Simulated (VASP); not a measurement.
# Ge3N4 (P6_3/m) in VASP: a series of runs

Ge3N4 is run at these levels: r2SCAN, PBE; tasks: single point.

Program: VASP 6.6.1. These are calculated values, not measurements. Logs are shortened: lines on timing, memory, paths and dates and some standing lists are left out, and cuts for length are marked.

## (1) The cell of the first run

Symmetry: P6_3/m, No. 176, hexagonal system. Conventional cell: a = 8.044 Å, b = 8.044 Å, c = 3.018 Å, α = 90.00°, β = 90.00°, γ = 120.00°. Ge (site symmetry m) has 4 N at 1.82 to 1.84 Å within 2.4 Å. Within 2.4 Å of N (site symmetry -6) lie 3 Ge at 1.83 Å. N (site symmetry m) has 3 Ge at 1.82 to 1.84 Å within 2.4 Å.

## (2) Single point, r2SCAN (uniaxial z strain -2.0%)

File POSCAR:

```
Ge3N4
1.0
    8.0439274434      0.0000000000      0.0000000000
   -4.0219637217      6.9662455122      0.0000000000
    0.0000000000      0.0000000000      3.0184549492
Ge N
6 8
Direct
    0.8291663795      0.2364454376      0.7500000000
    0.5927209419      0.8291663795      0.2500000000
    0.2364454376      0.4072790581      0.2500000000
    0.7635545624      0.5927209419      0.7500000000
    0.4072790581      0.1708336205      0.7500000000
    0.1708336205      0.7635545624      0.2500000000
    0.6666666667      0.3333333333      0.7500000000
    0.3333333333      0.6666666667      0.2500000000
    0.6695759176      0.9747423338      0.7500000000
    0.6948335838      0.6695759176      0.2500000000
    0.9747423338      0.3051664162      0.2500000000
    0.0252576662      0.6948335838      0.7500000000
    0.3304240824      0.0252576662      0.2500000000
    0.3051664162      0.3304240824      0.7500000000
```

File INCAR.step1:

```
SYSTEM = Ge3N4
ALGO = Normal
EDIFF = 1E-5
ENCUT = 660
GGA = PE
GGA_COMPAT = .False.
ISMEAR = 0
KPAR = 4
LASPH = .True.
LCHARG = .False.
LREAL = .False.
LWAVE = .True.
NBANDS = 75
NELM = 120
PREC = Accurate
SIGMA = 0.01
```

File INCAR.step2:

```
SYSTEM = Ge3N4
ALGO = Normal
EDIFF = 1E-6
ENCUT = 660
GGA_COMPAT = .False.
ISIF = 2
ISMEAR = 0
ISTART = 1
KPAR = 4
LASPH = .True.
LCHARG = .False.
LMIXTAU = .True.
LREAL = .False.
LWAVE = .False.
METAGGA = R2SCAN
NBANDS = 75
NELM = 120
PREC = Accurate
SIGMA = 0.01
```

File KPOINTS:

```
k-points
0
Gamma
  6 6 8
  0 0 0
```

Potentials or basis: VASP PAW PBE potentials, release 64 (Ge_d, N).

Launch:

```bash
> cat potpaw_PBE.64/Ge_d/POTCAR potpaw_PBE.64/N/POTCAR > POTCAR
> cp INCAR.step1 INCAR
> mpirun -np 4 vasp_std > vasp.out
> cp INCAR.step2 INCAR
> mpirun -np 4 vasp_std > vasp.out
```

OUTCAR:

```text
SYSTEM = Ge3N4
   EDIFF = 1E-6
   ENCUT = 660
   ISIF = 2
   ISMEAR = 0
   ISTART = 1
   LASPH = .True.
   LREAL = .False.
   METAGGA = R2SCAN
   NELM = 120
   PREC = Accurate

 ion  position               nearest neighbor table
   1  0.829  0.236  0.750-  11 1.82  11 1.82   7 1.83   9 1.84
   2  0.593  0.829  0.250-   9 1.82   9 1.82   8 1.83  10 1.84
   3  0.236  0.407  0.250-  14 1.82  14 1.82   8 1.83  11 1.84
   4  0.764  0.593  0.750-  10 1.82  10 1.82   7 1.83  12 1.84
   5  0.407  0.171  0.750-  13 1.82  13 1.82   7 1.83  14 1.84
   6  0.171  0.764  0.250-  12 1.82  12 1.82   8 1.83  13 1.84
   7  0.667  0.333  0.750-   1 1.83   5 1.83   4 1.83
   8  0.333  0.667  0.250-   6 1.83   2 1.83   3 1.83
   9  0.670  0.975  0.750-   2 1.82   2 1.82   1 1.84
  10  0.695  0.670  0.250-   4 1.82   4 1.82   2 1.84
  11  0.975  0.305  0.250-   1 1.82   1 1.82   3 1.84
  12  0.025  0.695  0.750-   6 1.82   6 1.82   4 1.84
  13  0.330  0.025  0.250-   5 1.82   5 1.82   6 1.84
  14  0.305  0.330  0.750-   3 1.82   3 1.82   5 1.84

  LATTYP: Found a hexagonal cell.
 ALAT       =     8.0439274434
 C/A-ratio  =     0.3752464167

  Lattice vectors:

 A1 = (   8.0439274434,   0.0000000000,   0.0000000000)
 A2 = (  -4.0219637217,   6.9662455122,   0.0000000000)
 A3 = (   0.0000000000,   0.0000000000,   3.0184549492)

Analysis of symmetry for initial positions (statically):
=====================================================================
 Subroutine PRICEL returns:
 Original cell was already a primitive cell.

 Routine SETGRP: Setting up the symmetry group for a
 hexagonal supercell.

 Subroutine GETGRP returns: Found 12 space group operations
 (whereof  6 operations were pure point group operations)
 out of a pool of 24 trial point group operations.

The static configuration has the point symmetry S_6 .
 The point group associated with its full space group is C_6h.

Analysis of symmetry for dynamics (positions and initial velocities):
=====================================================================
 Subroutine PRICEL returns:
 Original cell was already a primitive cell.

 Routine SETGRP: Setting up the symmetry group for a
 hexagonal supercell.

 Subroutine GETGRP returns: Found 12 space group operations
 (whereof  6 operations were pure point group operations)
 out of a pool of 24 trial point group operations.

The dynamic configuration has the point symmetry S_6 .
 The point group associated with its full space group is C_6h.

 Subroutine INISYM returns: Found 12 space group operations
 (whereof  6 operations are pure point group operations),
 and found     1 'primitive' translations

----------------------------------------------------------------------------------------

                                     Primitive cell

  volume of cell :     169.1421

  direct lattice vectors                    reciprocal lattice vectors
     8.043927443  0.000000000  0.000000000     0.124317382  0.071774674  0.000000000
    -4.021963722  6.966245512  0.000000000     0.000000000  0.143549348  0.000000000
     0.000000000  0.000000000  3.018454949     0.000000000  0.000000000  0.331295321

  length of vectors
     8.043927443  8.043927443  3.018454949     0.143549348  0.143549348  0.331295321

  position of ions in fractional coordinates (direct lattice)
     0.829166380  0.236445438  0.750000000
     0.592720942  0.829166380  0.250000000
     0.236445438  0.407279058  0.250000000
     0.763554562  0.592720942  0.750000000
     0.407279058  0.170833620  0.750000000
     0.170833620  0.763554562  0.250000000
     0.666666667  0.333333333  0.750000000
     0.333333333  0.666666667  0.250000000
     0.669575918  0.974742334  0.750000000
     0.694833584  0.669575918  0.250000000
     0.974742334  0.305166416  0.250000000
     0.025257666  0.694833584  0.750000000
     0.330424082  0.025257666  0.250000000
     0.305166416  0.330424082  0.750000000

  ion indices of the primitive-cell ions
   primitive index   ion index
                 1           1
                 2           2
                 3           3
                 4           4
                 5           5
                 6           6
                 7           7
                 8           8
                 9           9
                10          10
                11          11
                12          12
                13          13
                14          14

----------------------------------------------------------------------------------------

 KPOINTS: k-points

Automatic generation of k-mesh.
 Grid dimensions read from file:
 generate k-points for:    6    6    8

 Generating k-lattice:

  Cartesian coordinates                     Fractional coordinates (reciprocal lattice)
     0.020719564  0.011962446  0.000000000     0.166666667  0.000000000  0.000000000
     0.000000000  0.023924891  0.000000000     0.000000000  0.166666667  0.000000000
[... 44 lines left out ...]
   LREAL  =      F    real-space projection
   EDIFFG = 0.1E-04   stopping-criterion for IOM
   NSW    =      0    number of steps for IOM
   IBRION =     -1    ionic relax: 0-MD 1-quasi-New 2-CG
   NFREE  =      0    steps in history (QN), initial steepest desc. (CG)
   ISIF   =      2    stress and relaxation
   ISYM   =      2    0-nonsym 1-usesym 2-fastsym
   POTIM  = 0.5000    time-step for ionic-motion
   TEBEG  =    0.0;   TEEND  =   0.0 temperature during run
   PSTRESS=    0.0 pullay stress
   NELECT =     124.0000    total number of electrons
   NUPDOWN=      -1.0000    fix difference up-down
   EMIN   =  10.00;   EMAX   =-10.00  energy-range for DOS
   EFERMI =   0.00;   METHOD = LEGACY
   ISMEAR =     0;   SIGMA  =   0.01  broadening in eV -4-tet -1-fermi 0-gaus
   EFERMI_NEDOS =   21; number of points for ismear=-14 and -15
   IALGO  =     38    algorithm
   IMIX   =      4    mixing-type and parameters
     AMIX     =   0.40;   BMIX     =  1.00
     AMIX_MAG =   1.60;   BMIX_MAG =  1.00
  volume/ion in A,a.u.               =      12.08        81.53
  Fermi-wavevector in a.u.,A,eV,Ry     =   1.476153  2.789526 29.647491  2.179029
  Thomas-Fermi vector in A             =   2.590715
   LORBIT       =      0    0 simple, 1 ext, 2 COOP (PROOUT), +10 PAW based schemes
   METAGGA = R2SCAN    functional components
   LHFCALC =     F    Hartree Fock is set to
   AEXX    =    0.0000 exact exchange contribution
   IVDW    =     0    specifies the selected vdW correction
   LEPSILON=     F    determine dielectric tensor
   LRPA    =     F    only Hartree local field effects (RPA)
 non-spin polarized calculation
 Gauss-broadening in eV      SIGMA  =   0.01
  energy-cutoff  :      660.00
  volume of cell :      169.14
 maximum number of plane-waves:      6544
 NGX is ok and might be reduce to    70
   NGX = 33   NGY = 33   NGZ = 13

 number of electron     124.0000005 magnetization

 Free energy of the ion-electron system (eV)
  ---------------------------------------------------
  ext. energy  EPLUGINS =         0.00000000
  ---------------------------------------------------
  free energy    TOTEN  =      -158.83434037 eV

  energy without entropy =     -158.83434037  energy(sigma->0) =     -158.83434037

 E-fermi :   5.1273     XC(G=0): -11.8778

 val. band max:        5.0833850369   @ k =   0.0000   0.0000   0.0000
 cond. band min:       7.8636040230   @ k =   0.0000   0.0000   0.0000
 fundamental gap:      2.7802189860
 Fermi energy:         5.1273290730

 k-point     1 :       0.0000    0.0000    0.0000
  band No.  band energies     occupation
      1     -20.1301      2.00000
      2     -20.0966      2.00000
      3     -20.0966      2.00000
      4     -20.0902      2.00000
      5     -20.0466      2.00000
      6     -20.0466      2.00000
[... 66 lines left out ...]
     73      13.5795      0.00000
     74      14.0885      0.00000
[... 1769 lines left out ...]
     73      13.4438      0.00000
     74      13.4441      0.00000

 [... further k-points ...]

 [bands above 74 left out]

------------------------ aborting loop because EDIFF is reached ----------------------------------------

  FORCE on cell =-STRESS in cart. coord.  units (eV):
  Direction    XX          YY          ZZ          XY          YZ          ZX
  --------------------------------------------------------------------------------------
  -------------------------------------------------------------------------------------
  Total        2.8584000      2.8584000     10.5882530     -0.0000047      0.0000000      0.0000000
  in kB       27.0758421     27.0758421    100.2959211     -0.0000448      0.0000000      0.0000000
  external PRESSURE =      51.4825351 kB  Pullay stress =       0.0000000 kB

 VOLUME and BASIS-vectors are now :
 -----------------------------------------------------------------------------
  energy-cutoff  :      660.00
  volume of cell :      169.14
      direct lattice vectors                 reciprocal lattice vectors
     8.043927443  0.000000000  0.000000000     0.124317382  0.071774674  0.000000000
    -4.021963722  6.966245512  0.000000000     0.000000000  0.143549348  0.000000000
     0.000000000  0.000000000  3.018454949     0.000000000  0.000000000  0.331295321

 POSITION                                       TOTAL-FORCE (eV/Angst)
 -----------------------------------------------------------------------------------
      5.71878      1.64714      2.26384        -0.002112     -0.003344     -0.000000
      1.43293      5.77618      0.75461         0.001840     -0.003501      0.000000
      0.26389      2.83721      0.75461        -0.003952      0.000157      0.000000
      3.75808      4.12904      2.26384         0.003952     -0.000157     -0.000000
      2.58904      1.19007      2.26384        -0.001840      0.003501     -0.000000
     -1.69682      5.31911      0.75461         0.002112      0.003344      0.000000
      4.02196      2.32208      2.26384         0.000000      0.000000     -0.000000
     -0.00000      4.64416      0.75461        -0.000000      0.000000      0.000000
      1.46564      6.79029      2.26384        -0.000754      0.012435     -0.000000
      2.89618      4.66443      0.75461        -0.011146      0.005565     -0.000000
      6.61339      2.12586      0.75461         0.010392      0.006870      0.000000
     -2.59142      4.84038      2.26384        -0.010392     -0.006870      0.000000
      2.55632      0.17595      0.75461         0.000754     -0.012435      0.000000
      1.12578      2.30182      2.26384         0.011146     -0.005565      0.000000
 -----------------------------------------------------------------------------------
    total drift:                               -0.000000      0.000000      0.000000

  FREE ENERGIE OF THE ION-ELECTRON SYSTEM (eV)
  ---------------------------------------------------
  free  energy   TOTEN  =      -158.8343403710 eV

  energy  without entropy=     -158.8343403710  energy(sigma->0) =     -158.83434037
```

Run time: 18 min. Hardware: 4 MPI ranks of Intel Xeon Platinum 8259CL at 2.50GHz (Skylake/Cascade Lake), shared host; peak memory 0.73 GiB.

What came out:

```yaml
Free_energy: -158.8343 eV
Pressure: 5.1 GPa
Largest_force: 0.012 eV/Å
Band_gap_on_the_k_mesh: 2.78 eV
```

Forces in eV/Å, atoms in the order of the input:
```
Ge  -0.002 -0.003  0.000
Ge   0.002 -0.004  0.000
Ge  -0.004  0.000  0.000
Ge   0.004  0.000  0.000
Ge  -0.002  0.004  0.000
Ge   0.002  0.003  0.000
N    0.000  0.000  0.000
N    0.000  0.000  0.000
N   -0.001  0.012  0.000
N   -0.011  0.006  0.000
N    0.010  0.007  0.000
N   -0.010 -0.007  0.000
N    0.001 -0.012  0.000
N    0.011 -0.006  0.000
```

Caveat: the cell differs from its parent crystal (uniaxial z strain -2.0%); the stress differs along the axes, from 3 to 10 GPa; the PAW data sets were made with another functional, which shifts forces and pressure a little. A k mesh can miss the band edges.

## (3) Single point, PBE (uniaxial z strain -2.0%)

File INCAR:

```
SYSTEM = Ge3N4
PREC = Accurate
ENCUT = 600
EDIFF = 1E-6
ISMEAR = -1
SIGMA = 0.02
LREAL = .False.
LASPH = .True.
NELM = 120
ALGO = Normal
ISIF = 2
LWAVE = .False.
LCHARG = .False.
GGA = PE
NBANDS = 75
GGA_COMPAT = .False.
```

File KPOINTS:

```
Automatic mesh
0
Gamma
  6 6 8
  0 0 0
```

POSCAR is that of step 2.

Potentials or basis: VASP PAW PBE potentials, release 64 (Ge_d, N).

Launch:

```bash
> cat potpaw_PBE.64/Ge_d/POTCAR potpaw_PBE.64/N/POTCAR > POTCAR
> mpirun -np 1 vasp_std > vasp.out
```

It took 21 min on 1 thread of Oxide Virtual Turin-like, shared host; peak memory 0.53 GiB.

It converged, with:

```yaml
Free_energy: -93.9699 eV
Pressure: 10.1 GPa
Largest_force: 0.053 eV/Å
Band_gap_on_the_k_mesh: 2.34 eV
```

Forces on the atoms (eV/Å):
```
Ge   0.037  0.025  0.000
Ge  -0.004  0.045  0.000
Ge   0.040 -0.019  0.000
Ge  -0.040  0.019  0.000
Ge   0.004 -0.045  0.000
Ge  -0.037 -0.025  0.000
N    0.000  0.000  0.000
N    0.000  0.000  0.000
N   -0.008  0.052  0.000
N   -0.049  0.020  0.000
N    0.041  0.033  0.000
N   -0.041 -0.033  0.000
N    0.008 -0.052  0.000
N    0.049 -0.020  0.000
```

Stress tensor (GPa, compression positive):
```
 7.65  0.00  0.00
 0.00  7.65  0.00
 0.00  0.00 15.00
```

Levels at points of the mesh, in eV from the valence-band top:
```tsv
k point	band 60	band 61	band 62	band 63	band 64	band 65
(0.00, 0.00, 0.00)	-0.57	-0.23	0.00	2.34	3.71	3.71
(0.50, 0.00, 0.00)	-0.64	-0.12	-0.05	3.45	3.73	4.24
(0.00, 0.00, 0.50)	-1.33	-1.33	-1.33	4.26	4.26	4.26
(0.50, 0.00, 0.50)	-1.26	-1.02	-1.02	3.83	3.83	5.01
```

Caveat: the cell differs from its parent crystal (uniaxial z strain -2.0%); the stress differs along the axes, from 8 to 15 GPa. A k mesh can miss the band edges.

## (4) Single point, r2SCAN (uniaxial z strain +3.0%)

File POSCAR:

```
Ge3N4
1.0
    8.0439274434      0.0000000000      0.0000000000
   -4.0219637217      6.9662455122      0.0000000000
    0.0000000000      0.0000000000      3.1724577527
Ge N
6 8
Direct
    0.8277031750      0.2325542184      0.7500000000
    0.5951489566      0.8277031750      0.2500000000
    0.2325542184      0.4048510434      0.2500000000
    0.7674457816      0.5951489566      0.7500000000
    0.4048510434      0.1722968250      0.7500000000
    0.1722968250      0.7674457816      0.2500000000
    0.6666666667      0.3333333333      0.7500000000
    0.3333333333      0.6666666667      0.2500000000
    0.6691731504      0.9685490154      0.7500000000
    0.7006241350      0.6691731504      0.2500000000
    0.9685490154      0.2993758650      0.2500000000
    0.0314509846      0.7006241350      0.7500000000
    0.3308268496      0.0314509846      0.2500000000
    0.2993758650      0.3308268496      0.7500000000
```

File INCAR.step1:

```
ALGO = Normal ; EDIFF = 1E-5
ENCUT = 660 ; GGA = PE
GGA_COMPAT = False ; ISMEAR = 0
KPAR = 4 ; LASPH = True
LCHARG = False ; LREAL = False
LWAVE = True ; NBANDS = 75
NELM = 120 ; PREC = Accurate
SIGMA = 0.01
```

File INCAR.step2:

```
ALGO = Normal ; EDIFF = 1E-6
ENCUT = 660 ; GGA_COMPAT = False
ISIF = 2 ; ISMEAR = 0
ISTART = 1 ; KPAR = 4
LASPH = True ; LCHARG = False
LMIXTAU = True ; LREAL = False
LWAVE = False ; METAGGA = R2SCAN
NBANDS = 75 ; NELM = 120
PREC = Accurate ; SIGMA = 0.01
```

File KPOINTS:

```
k-points
0
Gamma
  6 6 8
```

Launch:

```bash
> cat potpaw_PBE.64/Ge_d/POTCAR potpaw_PBE.64/N/POTCAR > POTCAR
> cp INCAR.step1 INCAR
> mpirun -np 4 vasp_std > vasp.out
> cp INCAR.step2 INCAR
> mpirun -np 4 vasp_std > vasp.out
```

It took 36 min on 4 MPI ranks of Oxide Virtual Turin-like, shared host; peak memory 0.74 GiB.

Results (log left out):

```
Free energy            : -158.7778 eV
Pressure               : -5.1 GPa
Largest force          : 0.014 eV/Å
Band gap on the k mesh : 2.29 eV (least direct gap 2.37 eV)
```

Forces in eV/Å, atoms in the order of the input:
```
Ge   0.005  0.013  0.000
Ge  -0.008  0.011  0.000
Ge   0.014  0.002  0.000
Ge  -0.014 -0.002  0.000
Ge   0.008 -0.011  0.000
Ge  -0.005 -0.013  0.000
N    0.000  0.000  0.000
N    0.000  0.000  0.000
N    0.001  0.003  0.000
N   -0.002  0.002  0.000
N    0.003  0.001  0.000
N   -0.003 -0.001  0.000
N   -0.001 -0.003  0.000
N    0.002 -0.002  0.000
```

Stress tensor (GPa, compression positive):
```
 -2.13   0.00   0.00
  0.00  -2.13   0.00
  0.00   0.00 -11.18
```

Levels at points of the mesh, in eV from the valence-band top:
| k point | band 58 | band 59 | band 60 | band 61 | band 62 | band 63 | band 64 | band 65 | band 66 | band 67 |
| --- | --- | --- | --- | --- | --- | --- | --- | --- | --- | --- |
| (0.00, 0.00, 0.00) | -0.78 | -0.78 | -0.40 | -0.29 | -0.08 | 2.29 | 3.60 | 3.63 | 3.63 | 3.93 |
| (0.50, 0.00, 0.00) | -1.10 | -1.00 | -0.44 | -0.18 | -0.13 | 3.35 | 3.56 | 3.86 | 3.89 | 4.15 |
| (0.00, 0.00, 0.50) | -1.17 | -1.17 | -1.17 | -1.09 | -1.09 | 4.97 | 4.97 | 4.97 | 4.97 | 6.42 |
| (0.50, 0.00, 0.50) | -1.44 | -1.09 | -1.09 | -0.80 | -0.80 | 4.49 | 4.49 | 5.59 | 5.59 | 6.55 |

Caveat: the cell differs from its parent crystal (uniaxial z strain +3.0%); the stress differs along the axes, from -11 to -2 GPa; the PAW data sets were made with another functional, which shifts forces and pressure a little. A k mesh can miss the band edges.

## (5) Overview

| level | cell | cutoff (eV) | smearing | gap on the mesh (eV) | pressure (GPa) | largest force (eV/Å) |
| --- | --- | --- | --- | --- | --- | --- |
| r2SCAN | a = 8.044, b = 8.044, c = 3.018 Å, angles 90.0, 90.0, 120.0°, 14 atoms, uniaxial z strain -2.0% | 660 | gaussian 0.01 eV | 2.78 | 5.1 | 0.01 |
| PBE | a = 8.044, b = 8.044, c = 3.018 Å, angles 90.0, 90.0, 120.0°, 14 atoms, uniaxial z strain -2.0% | 600 | fermi-dirac 0.02 eV | 2.34 | 10.1 | 0.05 |
| r2SCAN | a = 8.044, b = 8.044, c = 3.172 Å, angles 90.0, 90.0, 120.0°, 14 atoms, uniaxial z strain +3.0% | 660 | gaussian 0.01 eV | 2.29 | -5.1 | 0.01 |

Alike in all rows: task single point; potentials or basis VASP PAW PBE potentials, release 64 (Ge_d, N); no spin polarisation; k mesh 6 × 6 × 8.

Caveats: the PAW data sets were made with another functional, which shifts forces and pressure a little (at least some runs); the stress differs along the axes, from 3 to 10 GPa (at least some runs); the stress differs along the axes, from 8 to 15 GPa (at least some runs); the stress differs along the axes, from -11 to -2 GPa (at least some runs).

Absolute energies hang on the potentials; compare differences alone.
